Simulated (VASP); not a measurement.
# HPbNO4 (P1) in VASP: electric field gradients with PBE

Aim: the electric field gradients of HPbNO4 with PBE.

Program: VASP 6.6.1. These are calculated values, not measurements. Logs are shortened: lines on timing, memory, paths and dates and some standing lists are left out, and cuts for length are marked.

## Step 1: The cell of the first run

The typed cell holds 7 atoms: a = 3.858 Å, b = 5.535 Å, c = 6.055 Å, α = 106.62°, β = 93.97°, γ = 90.45°.

## Step 2: Electric field gradients, PBE

INCAR

```
SYSTEM = HPbNO4
PREC     = Accurate       ! precision mode
ENCUT    = 520            ! plane-wave cutoff, eV
EDIFF    = 1E-8           ! SCF threshold, eV
ISMEAR   = -1             ! smearing method
SIGMA    = 0.05           ! smearing width, eV
LREAL    = .FALSE.        ! projectors in reciprocal space
LASPH    = .TRUE.         ! aspherical terms in the spheres
NELM     = 60             ! most SCF steps
ALGO     = Normal         ! electronic algorithm
ISIF     = 2              ! what is computed and relaxed
LWAVE    = .FALSE.        ! write WAVECAR
LCHARG   = .FALSE.        ! write CHGCAR
GGA      = PE             ! functional
LEFG     = .TRUE.       
NBANDS   = 31             ! bands
```

KPOINTS

```
regular mesh
0
G
  7 5 5
  0 0 0
```

POSCAR

```
HPbNO4
1.0
    3.8540400000      0.1438400000      0.0901200000
   -0.2532000000      5.5269800000      0.1647100000
   -0.4819700000     -1.9272000000      5.7202500000
H Pb N O
1 1 1 4
Direct
    0.1091300000      0.6571800000      0.5446300000
    0.6102900000      0.5212700000      0.1510000000
    0.9158000000      0.9626300000      0.9586700000
    0.0138400000      0.1363900000      0.8808400000
    0.7239800000      0.0105700000      0.1285800000
    0.0038900000      0.7373200000      0.8704300000
    0.1192700000      0.5932400000      0.3765100000
```

Potentials or basis: VASP PAW PBE potentials, release 64 (H, Pb_d, N, O).

Started as:

```sh
$ cat potpaw_PBE.64/H/POTCAR potpaw_PBE.64/Pb_d/POTCAR potpaw_PBE.64/N/POTCAR potpaw_PBE.64/O/POTCAR > POTCAR
$ mpirun -np 1 vasp_std > vasp.out
```

OUTCAR:

```text
SYSTEM = HPbNO4
   PREC = Accurate
   ENCUT = 520
   EDIFF = 1E-8
   ISMEAR = -1
   LREAL = .FALSE.
   LASPH = .TRUE.
   NELM = 60
   ISIF = 2
   GGA = PE

 ion  position               nearest neighbor table
   1  0.109  0.657  0.545-   7 0.98
   2  0.610  0.521  0.151-   7 2.28   7 2.38   5 2.78   5 2.83   4 2.84   6 2.85
   3  0.916  0.963  0.959-   4 1.25   6 1.27   5 1.28
   4  0.014  0.136  0.881-   3 1.25   2 2.84
   5  0.724  0.011  0.129-   3 1.28   2 2.78   2 2.83
   6  0.004  0.737  0.870-   3 1.27   2 2.85
   7  0.119  0.593  0.377-   1 0.98   2 2.28   2 2.38

  LATTYP: Found a triclinic cell.
 ALAT       =     6.9506566964
 B/A-ratio  =     0.5550232440
 C/A-ratio  =     0.7963604173
 COS(alpha) =     0.0077737674
 COS(beta)  =     0.2535091708
 COS(gamma) =     0.4946358889

  Lattice vectors:

 A1 = (  -3.3720700000,   1.7833600000,  -5.8103700000)
 A2 = (  -3.8540400000,  -0.1438400000,  -0.0901200000)
 A3 = (  -0.2532000000,   5.5269800000,   0.1647100000)

Analysis of symmetry for initial positions (statically):
=====================================================================
 Subroutine PRICEL returns:
 Original cell was already a primitive cell.

 Routine SETGRP: Setting up the symmetry group for a
 triclinic supercell.

 Subroutine GETGRP returns: Found  1 space group operations
 (whereof  1 operations were pure point group operations)
 out of a pool of  2 trial point group operations.

The static configuration has the point symmetry C_1 .

Analysis of symmetry for dynamics (positions and initial velocities):
=====================================================================
 Subroutine PRICEL returns:
 Original cell was already a primitive cell.

 Routine SETGRP: Setting up the symmetry group for a
 triclinic supercell.

 Subroutine GETGRP returns: Found  1 space group operations
 (whereof  1 operations were pure point group operations)
 out of a pool of  2 trial point group operations.

The dynamic configuration has the point symmetry C_1 .

 Subroutine INISYM returns: Found  1 space group operations
 (whereof  1 operations are pure point group operations),
 and found     1 'primitive' translations

----------------------------------------------------------------------------------------

                                     Primitive cell

  volume of cell :     123.5525

  direct lattice vectors                    reciprocal lattice vectors
     3.854040000  0.143840000  0.090120000     0.258457951  0.011080161  0.025509840
    -0.253200000  5.526980000  0.164710000    -0.008065233  0.178786348  0.059555063
    -0.481970000 -1.927200000  5.720250000    -0.003839658 -0.005322572  0.172700798

  length of vectors
     3.857776028  5.535227867  6.055382315     0.259950062  0.188617103  0.172825456

  position of ions in fractional coordinates (direct lattice)
     0.109130000  0.657180000  0.544630000
     0.610290000  0.521270000  0.151000000
     0.915800000  0.962630000  0.958670000
     0.013840000  0.136390000  0.880840000
     0.723980000  0.010570000  0.128580000
     0.003890000  0.737320000  0.870430000
     0.119270000  0.593240000  0.376510000

  ion indices of the primitive-cell ions
   primitive index   ion index
                 1           1
                 2           2
                 3           3
                 4           4
                 5           5
                 6           6
                 7           7

----------------------------------------------------------------------------------------

 KPOINTS: regular mesh

Automatic generation of k-mesh.
 Grid dimensions read from file:
 generate k-points for:    7    5    5

 Generating k-lattice:

  Cartesian coordinates                     Fractional coordinates (reciprocal lattice)
     0.036922564  0.001582880  0.003644263     0.142857143 -0.000000000  0.000000000
    -0.001613047  0.035757270  0.011911013     0.000000000  0.200000000  0.000000000
    -0.000767932 -0.001064514  0.034540160    -0.000000000 -0.000000000  0.200000000

  Length of vectors
     0.037135723  0.037723421  0.034565091

  Shift w.r.t. Gamma in fractional coordinates (k-lattice)
     0.000000000  0.000000000  0.000000000

 Subroutine IBZKPT returns following result:
 ===========================================

 Found     88 irreducible k-points:

 Following reciprocal coordinates:
            Coordinates               Weight
  0.000000  0.000000  0.000000      1.000000
  0.142857  0.000000  0.000000      2.000000
  0.285714  0.000000  0.000000      2.000000
  0.428571  0.000000  0.000000      2.000000
  0.000000  0.200000  0.000000      2.000000
  0.142857  0.200000  0.000000      2.000000
[... 16 lines left out ...]
 -0.428571 -0.000000  0.200000      2.000000
 -0.285714 -0.000000  0.200000      2.000000
 [... further k-points ...]
   k-points           NKPTS =     88   k-points in BZ     NKDIM =     88   number of bands    NBANDS=     31
   number of dos      NEDOS =    301   number of ions     NIONS =      7
   total plane-waves  NPLWV =  60480
   dimension x,y,z NGX =    30 NGY =   42 NGZ =   48
   dimension x,y,z NGXF=    60 NGYF=   84 NGZF=   96
   ions per type =               1   1   1   4
   NGX,Y,Z   is equivalent  to a cutoff of  12.93, 12.61, 13.18 a.u.
   NGXF,Y,Z  is equivalent  to a cutoff of  25.86, 25.23, 26.36 a.u.
 SYSTEM =  HPbNO4
   PREC   = accura    normal or accurate (medium, high low for compatibility)
   ISTART =      0    job   : 0-new  1-cont  2-samecut
   ICHARG =      2    charge: 1-file 2-atom 10-const
   ISPIN  =      1    spin polarized calculation?
   LNONCOLLINEAR =      F non collinear calculations
   LSORBIT =      F    spin-orbit coupling
   LASPH  =      T    aspherical Exc in radial PAW
   ENCUT  =  520.0 eV  38.22 Ry    6.18 a.u.   7.17 10.29 11.26*2*pi/ulx,y,z
   NELM   =     60;   NELMIN=  2; NELMDL= -5     # of ELM steps
   EDIFF  = 0.1E-07   stopping-criterion for ELM
   LREAL  =      F    real-space projection
   EDIFFG = 0.1E-06   stopping-criterion for IOM
   NSW    =      0    number of steps for IOM
   IBRION =     -1    ionic relax: 0-MD 1-quasi-New 2-CG
   NFREE  =      0    steps in history (QN), initial steepest desc. (CG)
   ISIF   =      2    stress and relaxation
   ISYM   =      2    0-nonsym 1-usesym 2-fastsym
   POTIM  = 0.5000    time-step for ionic-motion
   TEBEG  =    0.0;   TEEND  =   0.0 temperature during run
   PSTRESS=    0.0 pullay stress
   NELECT =      44.0000    total number of electrons
   NUPDOWN=      -1.0000    fix difference up-down
   EMIN   =  10.00;   EMAX   =-10.00  energy-range for DOS
   EFERMI =   0.00;   METHOD = LEGACY
   ISMEAR =    -1;   SIGMA  =   0.05  broadening in eV -4-tet -1-fermi 0-gaus
   EFERMI_NEDOS =   21; number of points for ismear=-14 and -15
   IALGO  =     38    algorithm
   IMIX   =      4    mixing-type and parameters
     AMIX     =   0.40;   BMIX     =  1.00
     AMIX_MAG =   1.60;   BMIX_MAG =  1.00
  volume/ion in A,a.u.               =      17.65       119.11
  Fermi-wavevector in a.u.,A,eV,Ry     =   1.160402  2.192842 18.320693  1.346533
  Thomas-Fermi vector in A             =   2.296985
   LORBIT       =      0    0 simple, 1 ext, 2 COOP (PROOUT), +10 PAW based schemes
   GGA     = PE    functional components
   LHFCALC =     F    Hartree Fock is set to
   AEXX    =    0.0000 exact exchange contribution
   IVDW    =     0    specifies the selected vdW correction
   LEPSILON=     F    determine dielectric tensor
   LRPA    =     F    only Hartree local field effects (RPA)
 non-spin polarized calculation
  energy-cutoff  :      520.00
  volume of cell :      123.55
 maximum number of plane-waves:      3346
 NGX is ok and might be reduce to    30
   NGX = 15   NGY = 21   NGZ = 23

 number of electron      44.0000005 magnetization

 Free energy of the ion-electron system (eV)
  ---------------------------------------------------
  ext. energy  EPLUGINS =         0.00000000
  ---------------------------------------------------
  free energy    TOTEN  =       -40.40205790 eV

  energy without entropy =      -40.40205790  energy(sigma->0) =      -40.40205790

 E-fermi :   0.4226     XC(G=0):  -7.5545

 val. band max:       -0.7138333248   @ k =  -0.4286  -0.4000   0.4000
 cond. band min:       2.4246345019   @ k =   0.4286  -0.0000   0.4000
 fundamental gap:      3.1384678267
 Fermi energy:         0.4225621186

 k-point     1 :       0.0000    0.0000    0.0000
  band No.  band energies     occupation
      1     -26.4495      2.00000
      2     -21.0425      2.00000
      3     -20.8015      2.00000
      4     -18.2157      2.00000
      5     -15.7747      2.00000
      6     -15.7510      2.00000
[... 23 lines left out ...]
     30       9.4195      0.00000
     31      10.0852      0.00000
[... 751 lines left out ...]
      1     -26.4270      2.00000
      2     -21.0360      2.00000
      3     -20.8301      2.00000
      4     -18.2156      2.00000
      5     -15.7790      2.00000
      6     -15.7746      2.00000
[... 23 lines left out ...]
     30       9.8867      0.00000
     31      10.4717      0.00000

 [... further k-points ...]

------------------------ aborting loop because EDIFF is reached ----------------------------------------

  FORCE on cell =-STRESS in cart. coord.  units (eV):
  Direction    XX          YY          ZZ          XY          YZ          ZX
  --------------------------------------------------------------------------------------
  -------------------------------------------------------------------------------------
  Total        0.1601795      0.6279843      0.3682711      0.0306210      0.0153333     -0.3232214
  in kB        2.0771399      8.1434364      4.7755848      0.3970800      0.1988359     -4.1913992
  external PRESSURE =       4.9987204 kB  Pullay stress =       0.0000000 kB

 VOLUME and BASIS-vectors are now :
 -----------------------------------------------------------------------------
  energy-cutoff  :      520.00
  volume of cell :      123.55
      direct lattice vectors                 reciprocal lattice vectors
     3.854040000  0.143840000  0.090120000     0.258457951  0.011080161  0.025509840
    -0.253200000  5.526980000  0.164710000    -0.008065233  0.178786348  0.059555063
    -0.481970000 -1.927200000  5.720250000    -0.003839658 -0.005322572  0.172700798

 POSITION                                       TOTAL-FORCE (eV/Angst)
 -----------------------------------------------------------------------------------
     -0.00830      2.59831      3.23350        -0.010050     -0.002199      0.099810
      2.14732      2.67783      1.00462        -0.016598     -0.000905     -0.017456
      2.82374      3.60462      5.72492        -0.015373     -0.045624      0.019200
     -0.40573     -0.94174      5.06234         0.126152      0.380975     -0.131905
      2.72560     -0.08524      0.80250        -0.231783     -0.026026      0.262284
     -0.59122      2.39822      5.10087         0.126923     -0.306990     -0.154408
      0.12800      2.57037      2.26219         0.020729      0.000768     -0.077527
 -----------------------------------------------------------------------------------
    total drift:                               -0.000396     -0.000270      0.000607

  FREE ENERGIE OF THE ION-ELECTRON SYSTEM (eV)
  ---------------------------------------------------
  free  energy   TOTEN  =       -40.4020579029 eV

  energy  without entropy=      -40.4020579029  energy(sigma->0) =      -40.40205790

 Electric field gradients (V/A^2)
---------------------------------------------------------------------
 ion       V_xx      V_yy      V_zz      V_xy      V_xz      V_yz
---------------------------------------------------------------------
   1     -16.833   -20.191    37.024    -0.232    -7.317     1.776
   2    -155.927   265.789  -109.862   -13.640  -137.276    -4.480
   3      -1.982     1.105     0.877    -0.874    -5.695     0.773
   4     -56.552   135.676   -79.123   102.090    52.991  -113.401
   5      66.728  -165.262    98.534    14.983  -125.230   -22.633
   6     -50.913    97.694   -46.781  -116.479    19.685   135.859
   7       3.922  -101.083    97.161     2.565    -7.311     5.076
---------------------------------------------------------------------

 Electric field gradients after diagonalization (V/A^2)
 (convention: |V_zz| > |V_xx| > |V_yy|)
----------------------------------------------------------------------
 ion       V_xx      V_yy      V_zz     asymmetry (V_yy - V_xx)/ V_zz
----------------------------------------------------------------------
   1     -20.246   -17.809    38.055       0.064
   2     266.230     6.189  -272.419       0.955
   3       5.612     0.819    -6.431       0.745
   4    -192.782   -13.834   206.617       0.866
   5    -167.296   -43.494   210.790       0.587
   6    -182.463   -29.621   212.084       0.721
   7      97.850     3.435  -101.285       0.932
----------------------------------------------------------------------

           NMR quadrupolar parameters

 Cq : quadrupolar parameter    Cq=e*Q*V_zz/h
 eta: asymmetry parameters     (V_yy - V_xx)/ V_zz
 Q  : nuclear electric quadrupole moment in mb (millibarn)
----------------------------------------------------------------------
 ion       Cq(MHz)       eta       Q (mb)
----------------------------------------------------------------------
   1       0.092       0.064       1.000
   2      -0.659       0.955       1.000
   3      -0.016       0.745       1.000
   4       0.500       0.866       1.000
   5       0.510       0.587       1.000
   6       0.513       0.721       1.000
   7      -0.245       0.932       1.000
----------------------------------------------------------------------
```

It took 7.4 min on 1 thread of Intel Xeon Platinum 8375C at 2.90GHz (Ice Lake), shared host; peak memory 0.45 GiB.

What came out:

```yaml
Free_energy: -40.4021 eV
Pressure: 0.5 GPa
Largest_force: 0.422 eV/Å
Band_gap_on_the_k_mesh: 3.14 eV (least direct gap 3.22 eV)
Largest_electric_field_gradient_by_atom: H +38.1; Pb -272.4; N -6.4; O +206.6, +210.8, +212.1, -101.3 V/Å²
```

Forces in eV/Å, atoms in the order of the input:
```
H   -0.010 -0.002  0.100
Pb  -0.017 -0.001 -0.017
N   -0.015 -0.046  0.019
O    0.126  0.381 -0.132
O   -0.232 -0.026  0.262
O    0.127 -0.307 -0.154
O    0.021  0.001 -0.078
```

Electric field gradients, principal values (V/Å²):
```
atom    least    middle  greatest (by size)
 1 H  -17.809   -20.246              38.055
2 Pb    6.189   266.230            -272.419
 3 N    0.819     5.612              -6.431
 4 O  -13.834  -192.782             206.617
 5 O  -43.494  -167.296             210.790
 6 O  -29.621  -182.463             212.084
 7 O    3.435    97.850            -101.285
```

Caveat: the standard files for N, O and F lose accuracy on very short bonds; without QUAD_EFG the Cq values of the log hold for a quadrupole moment of 1 mb, not for the nuclei; spin-orbit coupling is left out, which moves the levels of the heavy elements. A k mesh can miss the band edges.
